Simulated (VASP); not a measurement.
# Ti12HO24 (a cell with a defect) in VASP: further runs, part 2 of 3

VASP 6.6.1. The steps go on from the part before.

### 3 Single point, PBEsol

Contents of INCAR:

```
ALGO     = Normal         # electronic algorithm
EDIFF    = 1E-6           # SCF threshold, eV
ENCUT    = 520            # plane-wave cutoff, eV
GGA      = PS             # functional
ISIF     = 2              # what is computed and relaxed
ISMEAR   = 0              # smearing method
LASPH    = T              # aspherical terms in the spheres
LCHARG   = F              # write CHGCAR
LREAL    = Auto         
LWAVE    = F              # write WAVECAR
NBANDS   = 168            # bands
NELECT   = 288.0        
NELM     = 100            # most SCF steps
PREC     = Accurate       # precision mode
SIGMA    = 0.02           # smearing width, eV
```

Contents of KPOINTS:

```
Automatic mesh
0
Gamma
  2 2 2
  0.5 0.5 0.5
```

Contents of POSCAR:

```
Ti12HO24
1.0
   -4.5912433041     -4.5912433041      0.0000000000
   -4.5912433041      4.5912433041      0.0000000000
    0.0000000000      0.0000000000     -8.8170405773
Ti O H
12 24 1
Direct
   -0.0016862535      0.4854262457      0.6648916888
    0.0061782829      0.5062765892      0.3333272626
   -0.0017237161      0.4854693712      1.0017628843
    0.4917739816      0.0073023793      0.6580790855
    0.5006727694     -0.0108505467      0.3333372433
    0.4918162359      0.0071780121      1.0085858086
    0.5034930294      0.4941410964      0.4995887182
    0.5034627544      0.4940637753      0.1670874697
    0.4891305799      0.5187606803      0.8333353959
   -0.0065375538      0.0024312587      0.4995371135
   -0.0065253566      0.0024900663      0.1671353315
    0.0211943680     -0.0260679934      0.8333353959
    0.8041127981      0.4926261473      0.5000865042
    0.8041085509      0.4926140590      0.1665679076
    0.7993521051      0.4669360472      0.8333233737
    0.3055851993     -0.0043214874      0.4991098727
    0.3055991389     -0.0043465351      0.1675304755
    0.3129770968     -0.0108865936      0.8333225798
    0.0145864629      0.1902754749      0.6658721766
    0.0032657821      0.1926079585      0.3333265821
    0.0145805821      0.1902722078      1.0007763855
    0.5114971794      0.7022744791      0.6682369156
    0.5033877203      0.6968165893      0.3333200039
    0.5115068718      0.7022541143      0.9984075635
   -0.0028615343      0.8033690998      0.3333205710
   -0.0104459722      0.7996792496     -0.0009443078
   -0.0104458633      0.7996959117      0.6675973586
    0.4969816124      0.3057085863      0.3333264687
    0.4882458523      0.3063641822      0.0005568762
    0.4882327839      0.3063942394      0.6660848329
    0.1953066829      0.5038202828      0.5002473292
    0.1953020000      0.5038055809      0.1663990301
    0.1928558217      0.5090699502      0.8333253018
    0.6950193637      0.0061079316      0.5001327783
    0.6950335211      0.0060861510      0.1665172103
    0.7091874214      0.0509554786      0.8333204249
    0.7348713140      0.2053888103      0.8333407265
```

Potentials or basis: VASP PAW PBE potentials, release 64 (Ti_sv, O, H).

Command:

```
> cat potpaw_PBE.64/Ti_sv/POTCAR potpaw_PBE.64/O/POTCAR potpaw_PBE.64/H/POTCAR > POTCAR
> mpirun -np 1 vasp_std > vasp.out
```

OUTCAR:

```text
EDIFF = 1E-6
   ENCUT = 520
   GGA = PS
   ISIF = 2
   ISMEAR = 0
   LASPH = T
   LREAL = Auto
   NELECT = 288.0
   NELM = 100
   PREC = Accurate

 ion  position               nearest neighbor table
   1  0.998  0.485  0.665-  19 1.92  13 1.92  31 1.94  33 1.96  15 1.97  27 2.04
   2  0.006  0.506  0.333-  31 1.92  32 1.92  25 1.93  13 1.97  14 1.97  20 2.04
   3  0.998  0.485  0.002-  21 1.92  14 1.92  32 1.94  33 1.96  15 1.97  26 2.04
   4  0.492  0.007  0.658-  16 1.85  34 1.92  18 1.94  30 1.94  22 1.99  36 2.11   5 2.87
   5  0.501  0.989  0.333-  23 1.90  16 1.93  17 1.93  34 1.94  35 1.94  28 2.06   4 2.87   6 2.87

   6  0.492  0.007  0.009-  17 1.85  35 1.92  18 1.94  29 1.94  24 1.99  36 2.11   5 2.87
   7  0.503  0.494  0.500-  28 1.91  30 1.91  13 1.95  23 1.97  31 2.00  22 2.01
   8  0.503  0.494  0.167-  28 1.91  29 1.91  14 1.95  23 1.97  32 2.00  24 2.01
   9  0.489  0.519  0.833-  24 1.89  22 1.89  33 1.92  29 2.02  30 2.02  15 2.04
  10  0.993  0.002  0.500-  19 1.91  20 1.92  34 1.94  25 1.95  27 1.98  16 2.03
  11  0.993  0.002  0.167-  21 1.91  20 1.92  35 1.94  25 1.95  26 1.98  17 2.03
  12  0.021  0.974  0.833-  26 1.86  27 1.86  18 1.90  21 2.04  19 2.04  36 2.09
  13  0.804  0.493  0.500-   1 1.92   7 1.95   2 1.97
  14  0.804  0.493  0.167-   3 1.92   8 1.95   2 1.97
  15  0.799  0.467  0.833-   3 1.97   1 1.97   9 2.04
  16  0.306  0.996  0.499-   4 1.85   5 1.93  10 2.03
  17  0.306  0.996  0.168-   6 1.85   5 1.93  11 2.03
  18  0.313  0.989  0.833-  12 1.90   4 1.94   6 1.94
[... 15 lines left out ...]
  34  0.695  0.006  0.500-   4 1.92  10 1.94   5 1.94
  35  0.695  0.006  0.167-   6 1.92  11 1.94   5 1.94
  36  0.709  0.051  0.833-  37 1.02  12 2.09   4 2.11   6 2.11
  37  0.735  0.205  0.833-  36 1.02

  LATTYP: Found a simple tetragonal cell.
 ALAT       =     6.4929985488
 C/A-ratio  =     1.3579304710

  Lattice vectors:

 A1 = (  -4.5912433041,  -4.5912433041,   0.0000000000)
 A2 = (  -4.5912433041,   4.5912433041,   0.0000000000)
 A3 = (   0.0000000000,   0.0000000000,  -8.8170405773)

Analysis of symmetry for initial positions (statically):
=====================================================================
 Subroutine PRICEL returns:
 Original cell was already a primitive cell.

 Routine SETGRP: Setting up the symmetry group for a
 simple tetragonal supercell.

[... 196 lines left out ...]
   LEPSILON=     F    determine dielectric tensor
   LRPA    =     F    only Hartree local field effects (RPA)
 non-spin polarized calculation
 Gauss-broadening in eV      SIGMA  =   0.02
  energy-cutoff  :      520.00
  volume of cell :      371.72
 maximum number of plane-waves:     10010
   NGX = 25   NGY = 25   NGZ = 33

 number of electron     288.0000007 magnetization

 Free energy of the ion-electron system (eV)
  ---------------------------------------------------
  ext. energy  EPLUGINS =         0.00000000
  ---------------------------------------------------
  free energy    TOTEN  =      -346.73622208 eV

  energy without entropy =     -346.73622208  energy(sigma->0) =     -346.73622208

 E-fermi :   4.6607     XC(G=0): -11.7420

 val. band max:        4.5463568766   @ k =  -0.2500  -0.2500   0.2500
 cond. band min:       6.9953296670   @ k =   0.2500   0.2500   0.2500
 fundamental gap:      2.4489727904
 Fermi energy:         4.6606911015

 k-point     1 :       0.2500    0.2500    0.2500
  band No.  band energies     occupation
      1     -51.8094      2.00000
      2     -51.7933      2.00000
      3     -51.7571      2.00000
      4     -51.7421      2.00000
      5     -51.7191      2.00000
      6     -51.7030      2.00000
[... 625 lines left out ...]
    155       7.5743      0.00000
    156       7.6124      0.00000
 [bands above 156 left out]

------------------------ aborting loop because EDIFF is reached ----------------------------------------

  FORCE on cell =-STRESS in cart. coord.  units (eV):
  Direction    XX          YY          ZZ          XY          YZ          ZX
  --------------------------------------------------------------------------------------
  -------------------------------------------------------------------------------------
  Total      -11.3821757     -4.7602942     -3.3241164      2.9829853     -0.0077593      0.0069989
  in kB      -49.0594206    -20.5178061    -14.3275970     12.8572547     -0.0334441      0.0301665
  external PRESSURE =     -27.9682746 kB  Pullay stress =       0.0000000 kB

 VOLUME and BASIS-vectors are now :
 -----------------------------------------------------------------------------
  energy-cutoff  :      520.00
  volume of cell :      371.72
      direct lattice vectors                 reciprocal lattice vectors
    -4.591243304 -4.591243304  0.000000000    -0.108902963 -0.108902963  0.000000000
    -4.591243304  4.591243304  0.000000000    -0.108902963  0.108902963  0.000000000
     0.000000000  0.000000000 -8.817040577     0.000000000  0.000000000 -0.113416740

 POSITION                                       TOTAL-FORCE (eV/Angst)
 -----------------------------------------------------------------------------------
     -6.81221     -2.35479     -5.86238        -0.035557      0.046439     -0.007401
     -2.35281      2.29607     -2.93896         0.020666     -0.000352      0.006996
     -6.81224     -2.35442     -0.01554        -0.020460      0.031585      0.017047
     -2.29138     -2.22433     -5.80231         0.021681     -0.026011     -0.059811
     -6.84014      2.24272     -2.93905        -0.030699      0.005831     -0.010365
     -2.29100     -2.22509     -0.07570         0.029173     -0.018698      0.069540
[... 29 lines left out ...]
     -3.49000     -3.02210     -7.34742         0.101919     -0.091142     -0.002596
     -4.31696     -2.43098     -7.34760         0.074243     -0.017628      0.000613
 -----------------------------------------------------------------------------------
    total drift:                                0.013774      0.002738     -0.023895

  FREE ENERGIE OF THE ION-ELECTRON SYSTEM (eV)
  ---------------------------------------------------
  free  energy   TOTEN  =      -346.7362220821 eV

  energy  without entropy=     -346.7362220821  energy(sigma->0) =     -346.73622208
```

stdout:

```text
POSCAR found type information on POSCAR TiO H
 POSCAR found :  3 types and      37 ions
 scaLAPACK will be used
 -----------------------------------------------------------------------------
|                                                                             |
|                                                                             |
|     You enforced a specific xc type in the INCAR file but a different       |
|     I HOPE YOU KNOW WHAT YOU ARE DOING!                                     |
|                                                                             |
 -----------------------------------------------------------------------------

 LDA part: xc-table for (Slater+PW92), standard interpolation
 POSCAR, INCAR and KPOINTS ok, starting setup
 FFT: planning ... GRIDC
 FFT: planning ... GRID_SOFT
 FFT: planning ... GRID
 WAVECAR not read
 entering main loop
 the old and the new charge density differ
 old charge density:   289.00000 new  288.00000
    0.776E+01
```

It took 11 min on 1 thread of Intel Xeon Platinum 8259CL at 2.50GHz (Skylake/Cascade Lake), shared host; peak memory 0.48 GiB.

What came out:

```yaml
Free_energy: -346.7362 eV
Largest_force: 0.137 eV/Å
```

Forces in eV/Å, atoms in the order of the input:
```
Ti  -0.036  0.046 -0.007
Ti   0.021  0.000  0.007
Ti  -0.020  0.032  0.017
Ti   0.022 -0.026 -0.060
Ti  -0.031  0.006 -0.010
Ti   0.029 -0.019  0.070
Ti  -0.010  0.021 -0.022
Ti  -0.016  0.004  0.024
Ti   0.002 -0.064 -0.010
Ti  -0.010 -0.014  0.004
Ti  -0.006 -0.003 -0.001
Ti  -0.055  0.012 -0.004
O    0.018  0.022  0.002
O    0.017  0.025 -0.005
O   -0.063  0.090  0.006
O    0.069  0.081  0.049
O    0.063  0.083 -0.048
O    0.024  0.026 -0.002
O    0.028  0.004 -0.029
O   -0.013  0.021 -0.002
O    0.026  0.007  0.034
O    0.007  0.011  0.008
O    0.008 -0.011  0.000
O    0.006  0.013 -0.013
O   -0.019  0.021  0.000
O    0.009 -0.030 -0.051
O    0.011 -0.031  0.046
O    0.038 -0.041 -0.001
O   -0.043 -0.006  0.043
O   -0.043 -0.003 -0.044
O   -0.049 -0.039 -0.015
O   -0.044 -0.039  0.015
O   -0.040 -0.029  0.003
O   -0.041 -0.031  0.019
O   -0.038 -0.032 -0.020
O    0.102 -0.091 -0.003
H    0.074 -0.018  0.001
```

Caveat: the cell carries a net charge on a neutralising background, which shifts energy and pressure; the cell is charged against a uniform background, so pressure and absolute levels hang on convention; the PAW data sets were made with another functional, which shifts forces and pressure a little.

### 4 Single point, PBEsol

Contents of INCAR:

```
  PREC = Accurate
  ENCUT = 520
  EDIFF = 1E-7
  ISMEAR = 0
  SIGMA = 0.02
  LREAL = Auto
  LASPH = True
  NELM = 60
  ALGO = Normal
  ISIF = 2
  LWAVE = False
  LCHARG = False
  GGA = PS
  NELECT = 288.0
  NBANDS = 168
```

KPOINTS is that of step 3.

Contents of POSCAR:

```
Ti12HO24
1.0
   -4.5912433041     -4.5912433041      0.0000000000
   -4.5912433041      4.5912433041      0.0000000000
    0.0000000000      0.0000000000     -8.8170405773
Ti O H
12 24 1
Direct
    0.0103320597      0.4992179347      0.6573363193
   -0.0018753090      0.5135761370      0.3333073013
    0.0102499469      0.4994699362      1.0092771970
    0.5019400732      0.0126057358      0.6652534882
    0.4921258470     -0.0088310502      0.3333548229
    0.5019337568      0.0123748615      1.0014712899
    0.5071131817      0.4952669352      0.4995644470
    0.5070511070      0.4950391102      0.1670033144
    0.4780988187      0.5260355072      0.8332932049
   -0.0044073029      0.0088039333      0.4997579359
   -0.0043851956      0.0090388370      0.1667995046
    0.0100161322     -0.0132891019      0.8332842449
    0.8056605270      0.4964421071      0.5002566293
    0.8056293808      0.4964462454      0.1664062887
    0.7930681863      0.4616124347      0.8333393655
    0.3032911584     -0.0014104023      0.5003965856
    0.3032938809     -0.0014096400      0.1662704155
    0.3052629554     -0.0062217352      0.8333239408
    0.0061462654      0.1948528842      0.6673135899
    0.0003111358      0.1955181724      0.3333445020
    0.0060918139      0.1948598540      0.9993383747
    0.5059327825      0.6996404432      0.6665828459
    0.5017399095      0.6954466990      0.3333381506
    0.5058761530      0.6996171379      1.0000903277
   -0.0026712808      0.8044817613      0.3333285102
   -0.0080808177      0.7988457063     -0.0012978278
   -0.0080865895      0.7988055211      0.6679614263
    0.4991339705      0.3064258212      0.3333460898
    0.4903058607      0.3093803586     -0.0003771107
    0.4902959506      0.3094111782      0.6670510302
    0.1955726239      0.5019144810      0.4983648381
    0.1955484475      0.5019290740      0.1682888932
    0.1881552431      0.5078468610      0.8333173626
    0.6949756937      0.0050281587      0.5001137243
    0.6949640410      0.0049964679      0.1665394400
    0.6982915711      0.0221673070      0.8333394789
    0.7724608053      0.3087800855      0.8334282842
```

Potentials or basis: VASP PAW PBE potentials, release 64 (Ti_sv, O, H).

Command:

```
> cat potpaw_PBE.64/Ti_sv/POTCAR potpaw_PBE.64/O/POTCAR potpaw_PBE.64/H/POTCAR > POTCAR
> mpirun -np 1 vasp_std > vasp.out
```

OUTCAR:

```text
PREC = Accurate
   ENCUT = 520
   EDIFF = 1E-7
   ISMEAR = 0
   LREAL = Auto
   LASPH = True
   NELM = 60
   ISIF = 2
   GGA = PS
   NELECT = 288.0

 ion  position               nearest neighbor table
   1  0.010  0.499  0.657-  31 1.85  13 1.92  33 1.93  27 1.95  19 1.98  15 2.11   2 2.86
   2  0.998  0.514  0.333-  25 1.89  14 1.93  13 1.93  32 1.94  31 1.94  20 2.07   3 2.86   1 2.86

   3  0.010  0.499  0.009-  32 1.85  14 1.92  33 1.94  26 1.95  21 1.98  15 2.11   2 2.86
   4  0.502  0.013  0.665-  34 1.92  30 1.93  16 1.95  36 1.96  18 1.96  22 2.03
   5  0.492  0.991  0.333-  16 1.92  17 1.92  23 1.92  34 1.98  35 1.98  28 2.05
[... 916 lines left out ...]
  Total       -9.5127396     -4.8745277     -2.8953599      3.2773831      0.0095725      0.0202203
  in kB      -41.0017826    -21.0101750    -12.4795719     14.1261670      0.0412593      0.0871535
  external PRESSURE =     -24.8305098 kB  Pullay stress =       0.0000000 kB

 VOLUME and BASIS-vectors are now :
 -----------------------------------------------------------------------------
  energy-cutoff  :      520.00
  volume of cell :      371.72
      direct lattice vectors                 reciprocal lattice vectors
    -4.591243304 -4.591243304  0.000000000    -0.108902963 -0.108902963  0.000000000
    -4.591243304  4.591243304  0.000000000    -0.108902963  0.108902963  0.000000000
     0.000000000  0.000000000 -8.817040577     0.000000000  0.000000000 -0.113416740

 POSITION                                       TOTAL-FORCE (eV/Angst)
 -----------------------------------------------------------------------------------
     -2.33947      2.24459     -5.79576         0.023412      0.031183     -0.066943
     -6.94059     -2.22468     -2.93878         0.026208     -0.027010     -0.004162
     -2.34025      2.24613     -0.08180         0.017344      0.031538      0.080338
     -2.36241     -2.24665     -5.86557         0.023715     -0.026352     -0.014317
     -6.81017      2.29123     -2.93920        -0.024185     -0.001208     -0.006391
     -2.36132     -2.24768     -0.01297         0.019360     -0.009483      0.016447
[... 29 lines left out ...]
     -3.30780     -3.10425     -7.34759        -0.027237     -0.012341     -0.003525
     -4.96424     -2.12887     -7.34837         0.084430     -0.060380      0.000914
 -----------------------------------------------------------------------------------
    total drift:                               -0.003214     -0.004233     -0.005731

  FREE ENERGIE OF THE ION-ELECTRON SYSTEM (eV)
  ---------------------------------------------------
  free  energy   TOTEN  =      -346.7530205711 eV

  energy  without entropy=     -346.7530205711  energy(sigma->0) =     -346.75302057
```

stdout:

```text
POSCAR found type information on POSCAR TiO H
 POSCAR found :  3 types and      37 ions
 scaLAPACK will be used
 -----------------------------------------------------------------------------
|                                                                             |
|                                                                             |
|     You enforced a specific xc type in the INCAR file but a different       |
|     I HOPE YOU KNOW WHAT YOU ARE DOING!                                     |
|                                                                             |
 -----------------------------------------------------------------------------

 LDA part: xc-table for (Slater+PW92), standard interpolation
 POSCAR, INCAR and KPOINTS ok, starting setup
 FFT: planning ... GRIDC
 FFT: planning ... GRID_SOFT
 FFT: planning ... GRID
 WAVECAR not read
 entering main loop
 the old and the new charge density differ
 old charge density:   289.00000 new  288.00000
    0.777E+01
```

Run time: 17 min. Hardware: 1 thread of AMD EPYC 7R13, shared host; peak memory 0.46 GiB.

Results:

```
Free energy   : -346.7530 eV
Largest force : 0.104 eV/Å
```

Forces in eV/Å, atoms in the order of the input:
```
Ti   0.023  0.031 -0.067
Ti   0.026 -0.027 -0.004
Ti   0.017  0.032  0.080
Ti   0.024 -0.026 -0.014
Ti  -0.024 -0.001 -0.006
Ti   0.019 -0.009  0.016
Ti  -0.004  0.025 -0.012
Ti  -0.017  0.020  0.012
Ti   0.001 -0.043  0.000
Ti   0.009 -0.024 -0.024
Ti   0.003 -0.023  0.018
Ti   0.006  0.020  0.003
O    0.029  0.015  0.006
O    0.022  0.016 -0.005
O   -0.056  0.041 -0.003
O    0.034  0.023  0.002
O    0.030  0.027  0.002
O    0.005  0.001  0.001
O   -0.020  0.019 -0.017
O   -0.043  0.041  0.000
O   -0.026  0.019  0.015
O   -0.033  0.026  0.032
O   -0.006  0.006  0.000
O   -0.036  0.023 -0.034
O    0.001  0.002  0.002
O    0.014 -0.006 -0.023
O    0.014 -0.005  0.019
O    0.038 -0.034  0.001
O    0.012 -0.006  0.019
O    0.007 -0.002 -0.016
O   -0.047 -0.045  0.033
O   -0.045 -0.042 -0.026
O    0.004  0.007 -0.004
O   -0.021 -0.012  0.015
O   -0.019 -0.015 -0.016
O   -0.027 -0.012 -0.004
H    0.084 -0.060  0.001
```

Caveat: the cell carries a net charge on a neutralising background, which shifts energy and pressure; the cell is charged against a uniform background, so pressure and absolute levels hang on convention; the PAW data sets were made with another functional, which shifts forces and pressure a little.

(Continued in part 3 of 3.)
